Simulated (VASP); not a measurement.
# CuI (I-4m2) in VASP: a series of runs

The runs below take CuI through single point, with r2SCAN.

Everything below comes from runs of VASP 6.6.1. Logs are shortened: lines on timing, memory, paths and dates and some standing lists are left out, and cuts for length are marked.

## Step 1: The cell of the first run

It takes space group I-4m2 (No. 119, tetragonal). Conventional cell: a = 3.745 Å, b = 3.745 Å, c = 7.945 Å, α = 90.00°, β = 90.00°, γ = 90.00°. Cu (site symmetry -4m2) has 4 I at 2.73 Å within 3.6 Å. I (site symmetry -4m2) has 4 Cu at 2.73 Å within 3.6 Å.

## Step 2: Single point, r2SCAN

POSCAR

```
CuI
1.0
    0.0000000000      2.6482591788      3.9723887683
    2.6482591788      0.0000000000      3.9723887683
    2.6482591788      2.6482591788      0.0000000000
Cu I
1 1
Direct
    0.7500000000      0.7500000000      0.7500000000
    0.0000000000      0.0000000000      0.0000000000
```

INCAR.step1

```
SYSTEM = CuI
PREC = Accurate
ENCUT = 520
ISMEAR = 0
SIGMA = 0.05
LREAL = .FALSE.
LASPH = .TRUE.
NELM = 80
NBANDS = 16
GGA = PE
ALGO = Normal
EDIFF = 1E-4
LWAVE = .TRUE.
LCHARG = .FALSE.
```

INCAR.step2

```
SYSTEM = CuI
PREC = Accurate
ENCUT = 520
EDIFF = 1E-7
ISMEAR = 0
SIGMA = 0.05
LREAL = .FALSE.
LASPH = .TRUE.
NELM = 80
ALGO = Normal
ISIF = 2
LWAVE = .FALSE.
LCHARG = .TRUE.
METAGGA = R2SCAN
LMIXTAU = .TRUE.
LELF = .TRUE.
LVHAR = .TRUE.
NBANDS = 16
ISTART = 1
```

KPOINTS

```
regular mesh
0
G
  8 8 8
  0 0 0
```

Potentials or basis: VASP PAW PBE potentials, release 64 (Cu, I).

Launch:

```sh
> cat potpaw_PBE.64/Cu/POTCAR potpaw_PBE.64/I/POTCAR > POTCAR
> cp INCAR.step1 INCAR
> mpirun -np 1 vasp_std > vasp.out
> cp INCAR.step2 INCAR
> mpirun -np 1 vasp_std > vasp.out
```

OUTCAR:

```text
SYSTEM = CuI
   PREC = Accurate
   ENCUT = 520
   EDIFF = 1E-7
   ISMEAR = 0
   LREAL = .FALSE.
   LASPH = .TRUE.
   NELM = 80
   ISIF = 2
   METAGGA = R2SCAN
   ISTART = 1

 ion  position               nearest neighbor table
   1  0.750  0.750  0.750-   2 2.73   2 2.73   2 2.73   2 2.73
   2  0.000  0.000  0.000-   1 2.73   1 2.73   1 2.73   1 2.73

  LATTYP: Found a body centered tetragonal cell.
 ALAT       =     3.7452040473
 C/A-ratio  =     2.1213203436

  Lattice vectors:

 A1 = (  -2.6482591788,   0.0000000000,   3.9723887683)
 A2 = (   2.6482591788,   0.0000000000,   3.9723887683)
 A3 = (   0.0000000000,   2.6482591788,  -3.9723887683)

Analysis of symmetry for initial positions (statically):
=====================================================================
 Subroutine PRICEL returns:
 Original cell was already a primitive cell.

 Routine SETGRP: Setting up the symmetry group for a
 body centered tetragonal supercell.

 Subroutine GETGRP returns: Found  8 space group operations
 (whereof  8 operations were pure point group operations)
 out of a pool of 16 trial point group operations.

The static configuration has the point symmetry D_2d.

Analysis of symmetry for dynamics (positions and initial velocities):
=====================================================================
 Subroutine PRICEL returns:
 Original cell was already a primitive cell.

 Routine SETGRP: Setting up the symmetry group for a
 body centered tetragonal supercell.

 Subroutine GETGRP returns: Found  8 space group operations
 (whereof  8 operations were pure point group operations)
 out of a pool of 16 trial point group operations.

The dynamic configuration has the point symmetry D_2d.

 Subroutine INISYM returns: Found  8 space group operations
 (whereof  8 operations are pure point group operations),
 and found     1 'primitive' translations

----------------------------------------------------------------------------------------

                                     Primitive cell

  volume of cell :      55.7189

  direct lattice vectors                    reciprocal lattice vectors
     0.000000000  2.648259179  3.972388768    -0.188803273  0.188803273  0.125868848
     2.648259179  0.000000000  3.972388768     0.188803273 -0.188803273  0.125868848
     2.648259179  2.648259179  0.000000000     0.188803273  0.188803273 -0.125868848

[... 75 lines left out ...]
   ISTART =      1    job   : 0-new  1-cont  2-samecut
   ICHARG =      0    charge: 1-file 2-atom 10-const
   ISPIN  =      1    spin polarized calculation?
   LNONCOLLINEAR =      F non collinear calculations
   LSORBIT =      F    spin-orbit coupling
   LASPH  =      T    aspherical Exc in radial PAW
   ENCUT  =  520.0 eV  38.22 Ry    6.18 a.u.   8.88  8.88  6.96*2*pi/ulx,y,z
   NELM   =     80;   NELMIN=  2; NELMDL=  0     # of ELM steps
   EDIFF  = 0.1E-06   stopping-criterion for ELM
   LREAL  =      F    real-space projection
   EDIFFG = 0.1E-05   stopping-criterion for IOM
   NSW    =      0    number of steps for IOM
   IBRION =     -1    ionic relax: 0-MD 1-quasi-New 2-CG
   NFREE  =      0    steps in history (QN), initial steepest desc. (CG)
   ISIF   =      2    stress and relaxation
   ISYM   =      2    0-nonsym 1-usesym 2-fastsym
   POTIM  = 0.5000    time-step for ionic-motion
   TEBEG  =    0.0;   TEEND  =   0.0 temperature during run
   PSTRESS=    0.0 pullay stress
   NELECT =      18.0000    total number of electrons
   NUPDOWN=      -1.0000    fix difference up-down
   EMIN   =  10.00;   EMAX   =-10.00  energy-range for DOS
   EFERMI =   0.00;   METHOD = LEGACY
   ISMEAR =     0;   SIGMA  =   0.05  broadening in eV -4-tet -1-fermi 0-gaus
   EFERMI_NEDOS =   21; number of points for ismear=-14 and -15
   IALGO  =     38    algorithm
   IMIX   =      4    mixing-type and parameters
     AMIX     =   0.40;   BMIX     =  1.00
     AMIX_MAG =   1.60;   BMIX_MAG =  1.00
  volume/ion in A,a.u.               =      27.86       188.00
  Fermi-wavevector in a.u.,A,eV,Ry     =   1.123306  2.122741 17.168055  1.261816
  Thomas-Fermi vector in A             =   2.259971
   LORBIT       =      0    0 simple, 1 ext, 2 COOP (PROOUT), +10 PAW based schemes
   METAGGA = R2SCAN    functional components
   LHFCALC =     F    Hartree Fock is set to
   AEXX    =    0.0000 exact exchange contribution
   IVDW    =     0    specifies the selected vdW correction
   LEPSILON=     F    determine dielectric tensor
   LRPA    =     F    only Hartree local field effects (RPA)
 non-spin polarized calculation
 Gauss-broadening in eV      SIGMA  =   0.05
  energy-cutoff  :      520.00
  volume of cell :       55.72
 maximum number of plane-waves:      1515
   NGX = 17   NGY = 17   NGZ = 13

 number of electron      17.9999999 magnetization

 Free energy of the ion-electron system (eV)
  ---------------------------------------------------
  ext. energy  EPLUGINS =         0.00000000
  ---------------------------------------------------
  free energy    TOTEN  =       -35.27277575 eV

  energy without entropy =      -35.27277575  energy(sigma->0) =      -35.27277575

 E-fermi :   4.5373     XC(G=0):  -9.5060

 val. band max:        4.2721823569   @ k =   0.0000   0.0000   0.0000
 cond. band min:       4.9905331413   @ k =   0.0000   0.0000   0.0000
 fundamental gap:      0.7183507843
 Fermi energy:         4.5372894778

 k-point     1 :       0.0000    0.0000    0.0000
  band No.  band energies     occupation
      1     -10.0730      2.00000
      2       0.2049      2.00000
      3       1.3025      2.00000
      4       1.3025      2.00000
      5       2.2328      2.00000
      6       2.6050      2.00000
[... 433 lines left out ...]
      3       0.1020      2.00000
      4       1.3637      2.00000
      5       2.4175      2.00000
      6       2.4938      2.00000
[... 8 lines left out ...]
     15      14.9812      0.00000
     16      16.3783      0.00000

 [... further k-points ...]
[... 5 lines left out ...]
  --------------------------------------------------------------------------------------
  -------------------------------------------------------------------------------------
  Total        1.0783102      1.0783102     -3.4333490      0.0000000      0.0000000      0.0000000
  in kB       31.0064162     31.0064162    -98.7246983      0.0000000      0.0000000      0.0000000
  external PRESSURE =     -12.2372886 kB  Pullay stress =       0.0000000 kB

 VOLUME and BASIS-vectors are now :
 -----------------------------------------------------------------------------
  energy-cutoff  :      520.00
  volume of cell :       55.72
      direct lattice vectors                 reciprocal lattice vectors
     0.000000000  2.648259179  3.972388768    -0.188803273  0.188803273  0.125868848
     2.648259179  0.000000000  3.972388768     0.188803273 -0.188803273  0.125868848
     2.648259179  2.648259179  0.000000000     0.188803273  0.188803273 -0.125868848

 POSITION                                       TOTAL-FORCE (eV/Angst)
 -----------------------------------------------------------------------------------
      3.97239      3.97239      5.95858         0.000000      0.000000      0.000000
      0.00000      0.00000      0.00000        -0.000000     -0.000000      0.000000
 -----------------------------------------------------------------------------------
    total drift:                               -0.000980     -0.000980     -0.000076

  FREE ENERGIE OF THE ION-ELECTRON SYSTEM (eV)
  ---------------------------------------------------
  free  energy   TOTEN  =       -35.2727757471 eV

  energy  without entropy=      -35.2727757471  energy(sigma->0) =      -35.27277575
```

OSZICAR.step1:

```text
N       E                     dE             d eps       ncg     rms          rms(c)
DAV:   1     0.913421929438E+02    0.91342E+02   -0.74556E+03  1888   0.118E+03
DAV:   2     0.605481406821E+00   -0.90737E+02   -0.82515E+02  2096   0.222E+02
DAV:   3    -0.515260387006E+01   -0.57581E+01   -0.56074E+01  2544   0.588E+01
DAV:   4    -0.530932890983E+01   -0.15673E+00   -0.15666E+00  2224   0.927E+00
DAV:   5    -0.531800721286E+01   -0.86783E-02   -0.86782E-02  2912   0.245E+00    0.585E+00
DAV:   6    -0.524836069199E+01    0.69647E-01   -0.28558E+00  2016   0.447E+01    0.395E+00
DAV:   7    -0.508133163421E+01    0.16703E+00   -0.76512E-01  2280   0.275E+01    0.190E+00
DAV:   8    -0.508328329373E+01   -0.19517E-02   -0.44925E-02  3008   0.256E+00    0.570E-01
DAV:   9    -0.508080881382E+01    0.24745E-02   -0.10498E-02  2384   0.302E+00    0.776E-02
DAV:  10    -0.508089382356E+01   -0.85010E-04   -0.59412E-04  2848   0.282E-01
   1 F= -.50808938E+01 E0= -.50808938E+01  d E =-.896384E-07
```

It took 2.1 min on 1 thread of Intel Xeon Platinum 8559C (Emerald Rapids), shared host; peak memory 0.22 GiB.

Results:

* Free energy: -35.2728 eV
* Pressure: -1.2 GPa
* Band gap on the k mesh: 0.72 eV, direct

Levels at points of the mesh, in eV from the valence-band top:
```csv
k point,band 7,band 8,band 9,band 10,band 11,band 12
"(0.00, 0.00, 0.00)",-1.22,0.00,0.00,0.72,5.76,6.37
"(0.50, 0.00, 0.00)",-1.55,-1.10,-0.33,1.36,6.26,7.18
"(0.50, 0.50, 0.00)",-1.66,-1.36,-1.36,4.59,4.95,7.08
"(0.50, 0.00, 0.50)",-1.58,-1.33,-1.13,2.56,2.56,7.15
```

Caveat: the PAW data sets were made with another functional, which shifts forces and pressure a little; spin-orbit coupling is left out, which moves the levels of the heavy elements.

## Step 3: Single point, r2SCAN

This run uses another cell than the first one, of the same volume but with other edges.

POSCAR

```
CuI
1.0
    0.0000000000      3.0730325583      2.9501112559
    3.0730325583      0.0000000000      2.9501112559
    3.0730325583      3.0730325583      0.0000000000
Cu I
1 1
Direct
    0.7500000000      0.7500000000      0.7500000000
    0.0000000000      0.0000000000      0.0000000000
```

INCAR.step1

```
SYSTEM = CuI
  ALGO = Normal
  EDIFF = 1E-4
  ENCUT = 520
  GGA = PE
  ISMEAR = 0
  LASPH = .True.
  LCHARG = .False.
  LREAL = .False.
  LWAVE = .True.
  NBANDS = 16
  NELM = 80
  PREC = Accurate
  SIGMA = 0.05
```

INCAR.step2

```
SYSTEM = CuI
  ALGO = Normal
  EDIFF = 1E-6
  ENCUT = 520
  ISIF = 2
  ISMEAR = 0
  ISTART = 1
  LASPH = .True.
  LCHARG = .False.
  LMIXTAU = .True.
  LREAL = .False.
  LWAVE = .False.
  METAGGA = R2SCAN
  NBANDS = 16
  NELM = 80
  PREC = Accurate
  SIGMA = 0.05
```

KPOINTS

```
k-points
0
Gamma
  8 8 8
  0 0 0
```

Potentials or basis: VASP PAW PBE potentials, release 64 (Cu, I).

Launch:

```sh
> cat potpaw_PBE.64/Cu/POTCAR potpaw_PBE.64/I/POTCAR > POTCAR
> cp INCAR.step1 INCAR
> mpirun -np 1 vasp_std > vasp.out
> cp INCAR.step2 INCAR
> mpirun -np 1 vasp_std > vasp.out
```

It took 93 s on 1 thread of Intel Xeon Platinum 8559C (Emerald Rapids), shared host; peak memory 0.21 GiB.

Results (log left out):

```
Free energy            : -35.7893 eV
Pressure               : -0.9 GPa
Band gap on the k mesh : 1.57 eV, direct
```

Stress tensor (GPa, compression positive):
```
-1.12  0.00  0.00
 0.00 -1.12  0.00
 0.00  0.00 -0.43
```

Levels at points of the mesh, in eV from the valence-band top:
```csv
k point,band 5,band 6,band 7,band 8,band 9,band 10,band 11,band 12,band 13,band 14
"(0.00, 0.00, 0.00)",-1.88,-1.85,-0.06,-0.06,0.00,1.57,5.20,5.20,5.25,8.61
"(0.50, 0.00, 0.00)",-1.84,-1.83,-1.80,-0.78,-0.71,2.50,5.57,5.89,7.69,9.61
"(0.50, 0.50, 0.00)",-1.87,-1.78,-1.76,-1.54,-1.54,2.79,2.94,9.98,10.34,10.34
"(0.50, 0.00, 0.50)",-1.92,-1.82,-1.76,-1.57,-1.49,2.97,3.26,9.62,10.18,10.45
```

Caveat: the PAW data sets were made with another functional, which shifts forces and pressure a little; spin-orbit coupling is left out, which moves the levels of the heavy elements.
